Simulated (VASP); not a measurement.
# CsBr (Pm-3m) in VASP: a series of runs

The runs below take CsBr through single point, with PBE.

Everything below comes from runs of VASP 6.6.1. Logs are shortened: lines on timing, memory, paths and dates and some standing lists are left out, and cuts for length are marked.

## (1) The cell of the first run

Symmetry: Pm-3m, No. 221, cubic system. The conventional cell has a = 4.286 Å, b = 4.286 Å, c = 4.286 Å, α = 90.00°, β = 90.00°, γ = 90.00°. Cs (site symmetry m-3m) has 8 Br at 3.71 Å and 6 Cs at 4.29 Å within 4.9 Å. Within 4.9 Å of Br (site symmetry m-3m) lie 8 Cs at 3.71 Å and 6 Br at 4.29 Å.

## (2) Single point, PBE

The input, INCAR:

```
SYSTEM = CsBr
  PREC = Accurate
  ENCUT = 500
  EDIFF = 1E-6
  ISMEAR = -1
  SIGMA = 0.02
  LREAL = .False.
  LASPH = .True.
  NELM = 120
  ALGO = Normal
  ISIF = 2
  LWAVE = .False.
  LCHARG = .False.
  GGA = PE
  NBANDS = 15
  GGA_COMPAT = .False.
```

The input, KPOINTS:

```
Automatic mesh
0
Gamma
  2 2 2
  0 0 0
```

The input, POSCAR:

```
CsBr
1.0
    4.2860000000      0.0000000000      0.0000000000
    0.0000000000      4.2860000000      0.0000000000
    0.0000000000      0.0000000000      4.2860000000
Cs Br
1 1
Direct
    0.0000000000      0.0000000000      0.0000000000
    0.5000000000      0.5000000000      0.5000000000
```

Potentials or basis: VASP PAW PBE potentials, release 64 (Cs_sv, Br).

Command:

```sh
cat potpaw_PBE.64/Cs_sv/POTCAR potpaw_PBE.64/Br/POTCAR > POTCAR
mpirun -np 1 vasp_std > vasp.out
```

OUTCAR:

```text
SYSTEM = CsBr
   PREC = Accurate
   ENCUT = 500
   EDIFF = 1E-6
   ISMEAR = -1
   LREAL = .False.
   LASPH = .True.
   NELM = 120
   ISIF = 2
   GGA = PE

 ion  position               nearest neighbor table
   1  0.000  0.000  0.000-
   2  0.500  0.500  0.500-

  LATTYP: Found a simple cubic cell.
 ALAT       =     4.2860000000

  Lattice vectors:

 A1 = (   4.2860000000,   0.0000000000,   0.0000000000)
 A2 = (   0.0000000000,   4.2860000000,   0.0000000000)
 A3 = (   0.0000000000,   0.0000000000,   4.2860000000)

Analysis of symmetry for initial positions (statically):
=====================================================================
 Subroutine PRICEL returns:
 Original cell was already a primitive cell.

 Routine SETGRP: Setting up the symmetry group for a
 simple cubic supercell.

 Subroutine GETGRP returns: Found 48 space group operations
 (whereof 48 operations were pure point group operations)
 out of a pool of 48 trial point group operations.

The static configuration has the point symmetry O_h .

Analysis of symmetry for dynamics (positions and initial velocities):
=====================================================================
 Subroutine PRICEL returns:
 Original cell was already a primitive cell.

 Routine SETGRP: Setting up the symmetry group for a
 simple cubic supercell.

 Subroutine GETGRP returns: Found 48 space group operations
 (whereof 48 operations were pure point group operations)
 out of a pool of 48 trial point group operations.

The dynamic configuration has the point symmetry O_h .

 Subroutine INISYM returns: Found 48 space group operations
 (whereof 48 operations are pure point group operations),
 and found     1 'primitive' translations

----------------------------------------------------------------------------------------

                                     Primitive cell

  volume of cell :      78.7329

  direct lattice vectors                    reciprocal lattice vectors
     4.286000000  0.000000000  0.000000000     0.233317779  0.000000000  0.000000000
     0.000000000  4.286000000  0.000000000     0.000000000  0.233317779  0.000000000
     0.000000000  0.000000000  4.286000000     0.000000000  0.000000000  0.233317779

  length of vectors
     4.286000000  4.286000000  4.286000000     0.233317779  0.233317779  0.233317779

  position of ions in fractional coordinates (direct lattice)
     0.000000000  0.000000000  0.000000000
     0.500000000  0.500000000  0.500000000

  ion indices of the primitive-cell ions
   primitive index   ion index
                 1           1
                 2           2

----------------------------------------------------------------------------------------

 KPOINTS: Automatic mesh

Automatic generation of k-mesh.
 Grid dimensions read from file:
 generate k-points for:    2    2    2

 Generating k-lattice:

  Cartesian coordinates                     Fractional coordinates (reciprocal lattice)
     0.116658889  0.000000000  0.000000000     0.500000000  0.000000000  0.000000000
     0.000000000  0.116658889  0.000000000     0.000000000  0.500000000  0.000000000
     0.000000000  0.000000000  0.116658889     0.000000000  0.000000000  0.500000000

  Length of vectors
     0.116658889  0.116658889  0.116658889

  Shift w.r.t. Gamma in fractional coordinates (k-lattice)
     0.000000000  0.000000000  0.000000000

 Subroutine IBZKPT returns following result:
 ===========================================

 Found      4 irreducible k-points:

 Following reciprocal coordinates:
            Coordinates               Weight
  0.000000  0.000000  0.000000      1.000000
  0.500000  0.000000  0.000000      3.000000
  0.500000  0.500000  0.000000      3.000000
  0.500000  0.500000  0.500000      1.000000
   k-points           NKPTS =      4   k-points in BZ     NKDIM =      4   number of bands    NBANDS=     15
   number of dos      NEDOS =    301   number of ions     NIONS =      2
   total plane-waves  NPLWV =  32768
   dimension x,y,z NGX =    32 NGY =   32 NGZ =   32
   dimension x,y,z NGXF=    64 NGYF=   64 NGZF=   64
   ions per type =               1   1
   NGX,Y,Z   is equivalent  to a cutoff of  12.41, 12.41, 12.41 a.u.
   NGXF,Y,Z  is equivalent  to a cutoff of  24.82, 24.82, 24.82 a.u.
 SYSTEM =  CsBr
   PREC   = accura    normal or accurate (medium, high low for compatibility)
   ISTART =      0    job   : 0-new  1-cont  2-samecut
   ICHARG =      2    charge: 1-file 2-atom 10-const
   ISPIN  =      1    spin polarized calculation?
   LNONCOLLINEAR =      F non collinear calculations
   LSORBIT =      F    spin-orbit coupling
   LASPH  =      T    aspherical Exc in radial PAW
   ENCUT  =  500.0 eV  36.75 Ry    6.06 a.u.   7.81  7.81  7.81*2*pi/ulx,y,z
   NELM   =    120;   NELMIN=  2; NELMDL= -5     # of ELM steps
   EDIFF  = 0.1E-05   stopping-criterion for ELM
   LREAL  =      F    real-space projection
   EDIFFG = 0.1E-04   stopping-criterion for IOM
   NSW    =      0    number of steps for IOM
   IBRION =     -1    ionic relax: 0-MD 1-quasi-New 2-CG
   NFREE  =      0    steps in history (QN), initial steepest desc. (CG)
   ISIF   =      2    stress and relaxation
   ISYM   =      2    0-nonsym 1-usesym 2-fastsym
   POTIM  = 0.5000    time-step for ionic-motion
   TEBEG  =    0.0;   TEEND  =   0.0 temperature during run
   PSTRESS=    0.0 pullay stress
   NELECT =      16.0000    total number of electrons
   NUPDOWN=      -1.0000    fix difference up-down
   EMIN   =  10.00;   EMAX   =-10.00  energy-range for DOS
   EFERMI =   0.00;   METHOD = LEGACY
   ISMEAR =    -1;   SIGMA  =   0.02  broadening in eV -4-tet -1-fermi 0-gaus
   EFERMI_NEDOS =   21; number of points for ismear=-14 and -15
   IALGO  =     38    algorithm
   IMIX   =      4    mixing-type and parameters
     AMIX     =   0.40;   BMIX     =  1.00
     AMIX_MAG =   1.60;   BMIX_MAG =  1.00
  volume/ion in A,a.u.               =      39.37       265.66
  Fermi-wavevector in a.u.,A,eV,Ry     =   0.962489  1.818841 12.604247  0.926386
  Thomas-Fermi vector in A             =   2.091953
   LORBIT       =      0    0 simple, 1 ext, 2 COOP (PROOUT), +10 PAW based schemes
   GGA     = PE    functional components
   LHFCALC =     F    Hartree Fock is set to
   AEXX    =    0.0000 exact exchange contribution
   IVDW    =     0    specifies the selected vdW correction
   LEPSILON=     F    determine dielectric tensor
   LRPA    =     F    only Hartree local field effects (RPA)
 non-spin polarized calculation
  energy-cutoff  :      500.00
  volume of cell :       78.73
 maximum number of plane-waves:      2008
 NGX is ok and might be reduce to    32
   NGX = 15   NGY = 15   NGZ = 15

 number of electron      15.9999999 magnetization

 Free energy of the ion-electron system (eV)
  ---------------------------------------------------
  ext. energy  EPLUGINS =         0.00000000
  ---------------------------------------------------
  free energy    TOTEN  =        -5.84351653 eV

  energy without entropy =       -5.84351653  energy(sigma->0) =       -5.84351653

 E-fermi :   0.3265     XC(G=0):  -8.0460

 val. band max:       -0.2054363743   @ k =   0.5000   0.5000   0.0000
 cond. band min:       4.2583911304   @ k =   0.0000   0.0000   0.0000
 fundamental gap:      4.4638275047
 Fermi energy:         0.3264888955

 k-point     1 :       0.0000    0.0000    0.0000
  band No.  band energies     occupation
      1     -20.0897      2.00000
      2     -12.5485      2.00000
      3      -6.6827      2.00000
      4      -6.6827      2.00000
      5      -6.6827      2.00000
      6      -0.2074      2.00000
      7      -0.2074      2.00000
      8      -0.2074      2.00000
      9       4.2584      0.00000
     10       4.6329      0.00000
     11       4.6329      0.00000
     12       8.8227      0.00000
     13       8.8227      0.00000
     14       8.8227      0.00000
     15      11.8381      0.00000

 k-point     2 :       0.5000    0.0000    0.0000
  band No.  band energies     occupation
      1     -20.0361      2.00000
      2     -12.5682      2.00000
      3      -7.0599      2.00000
      4      -6.5775      2.00000
      5      -6.5775      2.00000
      6      -1.5472      2.00000
      7      -0.4218      2.00000
      8      -0.4218      2.00000
      9       5.6297      0.00000
     10       7.0448      0.00000
     11       7.5207      0.00000
     12       8.0867      0.00000
     13       8.6022      0.00000
     14       8.6022      0.00000
     15       9.5351      0.00000

 k-point     3 :       0.5000    0.5000    0.0000
  band No.  band energies     occupation
      1     -19.9902      2.00000
      2     -12.4449      2.00000
      3      -7.2692      2.00000
      4      -7.2692      2.00000
      5      -6.5121      2.00000
      6      -0.7897      2.00000
      7      -0.7897      2.00000
      8      -0.2054      2.00000
      9       4.9816      0.00000
     10       5.2342      0.00000
     11       6.9420      0.00000
     12       6.9420      0.00000
     13      10.8372      0.00000
     14      10.9061      0.00000
     15      10.9061      0.00000

 k-point     4 :       0.5000    0.5000    0.5000
  band No.  band energies     occupation
      1     -19.9469      2.00000
      2     -12.3657      2.00000
      3      -7.0869      2.00000
      4      -7.0869      2.00000
      5      -7.0869      2.00000
      6      -1.3993      2.00000
      7      -1.3993      2.00000
      8      -1.3993      2.00000
      9       8.0622      0.00000
     10       8.0622      0.00000
     11       8.0622      0.00000
     12       8.9118      0.00000
     13       8.9118      0.00000
     14       8.9118      0.00000
     15      11.0332      0.00000

------------------------ aborting loop because EDIFF is reached ----------------------------------------

  FORCE on cell =-STRESS in cart. coord.  units (eV):
  Direction    XX          YY          ZZ          XY          YZ          ZX
  --------------------------------------------------------------------------------------
  -------------------------------------------------------------------------------------
  Total        0.9736978      0.9736978      0.9736978      0.0000000      0.0000000     -0.0000000
  in kB       19.8142787     19.8142787     19.8142787      0.0000000      0.0000000     -0.0000000
  external PRESSURE =      19.8142787 kB  Pullay stress =       0.0000000 kB

 VOLUME and BASIS-vectors are now :
 -----------------------------------------------------------------------------
  energy-cutoff  :      500.00
  volume of cell :       78.73
      direct lattice vectors                 reciprocal lattice vectors
     4.286000000  0.000000000  0.000000000     0.233317779  0.000000000  0.000000000
     0.000000000  4.286000000  0.000000000     0.000000000  0.233317779  0.000000000
     0.000000000  0.000000000  4.286000000     0.000000000  0.000000000  0.233317779

 POSITION                                       TOTAL-FORCE (eV/Angst)
 -----------------------------------------------------------------------------------
      0.00000      0.00000      0.00000         0.000000      0.000000      0.000000
      2.14300      2.14300      2.14300         0.000000      0.000000      0.000000
 -----------------------------------------------------------------------------------
    total drift:                                0.000000      0.000000     -0.000000

  FREE ENERGIE OF THE ION-ELECTRON SYSTEM (eV)
  ---------------------------------------------------
  free  energy   TOTEN  =        -5.8435165323 eV

  energy  without entropy=       -5.8435165323  energy(sigma->0) =       -5.84351653
```

Wall time 8.9 s (1 thread of Intel Xeon 8259CL, shared host); peak memory 0.17 GiB.

Results:

```
Free energy            : -5.8435 eV
Pressure               : 2.0 GPa
Band gap on the k mesh : 4.46 eV
```

Caveat: the k points lie up to 0.73 Å⁻¹ apart; spin-orbit coupling is left out, which moves the levels of the heavy elements.

## (3) Single point, PBE

The input, INCAR:

```
SYSTEM = CsBr
  ALGO = Normal
  EDIFF = 1E-6
  ENCUT = 500
  GGA = PE
  GGA_COMPAT = .False.
  ISIF = 2
  ISMEAR = -1
  LASPH = .True.
  LCHARG = .False.
  LREAL = .False.
  LWAVE = .False.
  NBANDS = 15
  NELM = 120
  PREC = Accurate
  SIGMA = 0.02
```

The input, KPOINTS:

```
k-points
0
Gamma
  3 3 3
  0 0 0
```

POSCAR is that of step 2.

Potentials or basis: VASP PAW PBE potentials, release 64 (Cs_sv, Br).

Command:

```sh
cat potpaw_PBE.64/Cs_sv/POTCAR potpaw_PBE.64/Br/POTCAR > POTCAR
mpirun -np 1 vasp_std > vasp.out
```

It took 11 s on 1 thread of Intel Xeon 8259CL, shared host; peak memory 0.17 GiB.

It converged, with:

```
Free energy            : -5.9941 eV
Pressure               : 1.2 GPa
Band gap on the k mesh : 4.51 eV
```

Levels at points of the mesh, in eV from the valence-band top:
```csv
k point,band 5,band 6,band 7,band 8,band 9,band 10,band 11,band 12
"(0.00, 0.00, 0.00)",-6.38,0.00,0.00,0.00,4.51,4.91,4.91,9.11
```

Caveat: the k points lie up to 0.49 Å⁻¹ apart; spin-orbit coupling is left out, which moves the levels of the heavy elements.

## (4) Single point, PBE

The input, INCAR:

```
SYSTEM = CsBr
PREC = Accurate
ENCUT = 500
EDIFF = 1E-6
ISMEAR = -1
SIGMA = 0.02
LREAL = .FALSE.
LASPH = .TRUE.
NELM = 120
ALGO = Normal
ISIF = 2
LWAVE = .FALSE.
LCHARG = .FALSE.
GGA = PE
NBANDS = 15
GGA_COMPAT = .FALSE.
```

The input, KPOINTS:

```
regular mesh
0
G
  4 4 4
  0 0 0
```

POSCAR is that of step 3.

Command:

```sh
cat potpaw_PBE.64/Cs_sv/POTCAR potpaw_PBE.64/Br/POTCAR > POTCAR
mpirun -np 1 vasp_std > vasp.out
```

Run time: 11 s. Hardware: 1 thread of Intel Xeon 8259CL, shared host; peak memory 0.17 GiB.

The run converged. Its results:

- Free energy: -6.0034 eV
- Pressure: 1.1 GPa
- Band gap on the k mesh: 4.52 eV

Levels at points of the mesh, in eV from the valence-band top:
```
           k point  band 6  band 7  band 8  band 9  band 10  band 11
(0.00, 0.00, 0.00)    0.00    0.00    0.00    4.52     4.91     4.91
(0.50, 0.00, 0.00)   -1.33   -0.21   -0.21    5.92     7.31     7.77
(0.50, 0.50, 0.00)   -0.58   -0.58    0.00    5.27     5.50     7.23
(0.50, 0.50, 0.50)   -1.18   -1.18   -1.18    8.33     8.33     8.33
```

Caveat: spin-orbit coupling is left out, which moves the levels of the heavy elements. As with any semilocal functional, this PBE gap is likely too small.

## (5) Single point, PBE

The input, INCAR:

```
SYSTEM = CsBr
PREC     = Accurate       ! precision mode
ENCUT    = 500            ! plane-wave cutoff, eV
EDIFF    = 1E-6           ! SCF threshold, eV
ISMEAR   = -1             ! smearing method
SIGMA    = 0.02           ! smearing width, eV
LREAL    = .FALSE.        ! projectors in reciprocal space
LASPH    = .TRUE.         ! aspherical terms in the spheres
NELM     = 120            ! most SCF steps
ALGO     = Normal         ! electronic algorithm
ISIF     = 2              ! what is computed and relaxed
LWAVE    = .FALSE.        ! write WAVECAR
LCHARG   = .FALSE.        ! write CHGCAR
GGA      = PE             ! functional
NBANDS   = 15             ! bands
GGA_COMPAT= .FALSE.
```

The input, KPOINTS:

```
Automatic mesh
0
G
  5 5 5
  0 0 0
```

POSCAR is that of step 4.

Command:

```sh
cat potpaw_PBE.64/Cs_sv/POTCAR potpaw_PBE.64/Br/POTCAR > POTCAR
mpirun -np 1 vasp_std > vasp.out
```

It took 12 s on 1 thread of Intel Xeon 8259CL, shared host; peak memory 0.17 GiB.

The run converged. Its results:

* Free energy: -6.0044 eV
* Pressure: 1.1 GPa
* Band gap on the k mesh: 4.52 eV

Levels at points of the mesh, in eV from the valence-band top:
```csv
k point,band 6,band 7,band 8,band 9,band 10,band 11
"(0.00, 0.00, 0.00)",0.00,0.00,0.00,4.52,4.91,4.91
```

Caveat: spin-orbit coupling is left out, which moves the levels of the heavy elements.

## (6) Single point, PBE

The input, INCAR:

```
SYSTEM = CsBr
ALGO = Normal ; EDIFF = 1E-6
ENCUT = 500 ; GGA = PE
GGA_COMPAT = .FALSE. ; ISIF = 2
ISMEAR = -1 ; LASPH = .TRUE.
LCHARG = .FALSE. ; LREAL = .FALSE.
LWAVE = .FALSE. ; NBANDS = 15
NELM = 120 ; PREC = Accurate
SIGMA = 0.02
```

The input, KPOINTS:

```
k-points
0
G
  7 7 7
  0 0 0
```

POSCAR is that of step 5.

Potentials or basis: VASP PAW PBE potentials, release 64 (Cs_sv, Br).

Command:

```sh
cat potpaw_PBE.64/Cs_sv/POTCAR potpaw_PBE.64/Br/POTCAR > POTCAR
mpirun -np 1 vasp_std > vasp.out
```

Run time: 18 s. Hardware: 1 thread of Intel Xeon 8259CL, shared host; peak memory 0.18 GiB.

It converged, with:

| Item | Value |
| --- | --- |
| Free energy | -6.0045 eV |
| Pressure | 1.1 GPa |
| Band gap on the k mesh | 4.52 eV |

Levels at points of the mesh, in eV from the valence-band top:
```tsv
k point	band 4	band 5	band 6	band 7	band 8	band 9	band 10	band 11	band 12	band 13
(0.00, 0.00, 0.00)	-6.37	-6.37	0.00	0.00	0.00	4.52	4.91	4.91	9.12	9.12
```

Caveat: spin-orbit coupling is left out, which moves the levels of the heavy elements; an odd mesh through Γ misses points on the zone boundary, where band edges can lie.

## (7) Summary

| k mesh | gap on the mesh (eV) | pressure (GPa) |
| --- | --- | --- |
| 2 × 2 × 2 | 4.46 | 2.0 |
| 3 × 3 × 3 | 4.51 | 1.2 |
| 4 × 4 × 4 | 4.52 | 1.1 |
| 5 × 5 × 5 | 4.52 | 1.1 |
| 7 × 7 × 7 | 4.52 | 1.1 |

Alike in all rows: task single point; level PBE; potentials or basis VASP PAW PBE potentials, release 64 (Cs_sv, Br); no spin polarisation; cell as given; cutoff (eV) 500; smearing fermi-dirac 0.02 eV.

Caveats: some runs use coarse meshes; spin-orbit coupling is left out, which moves the levels of the heavy elements; an odd mesh through Γ misses points on the zone boundary, where band edges can lie (at least some runs).

Total energies depend on the potentials used, so only differences within one code and one set of settings carry meaning.
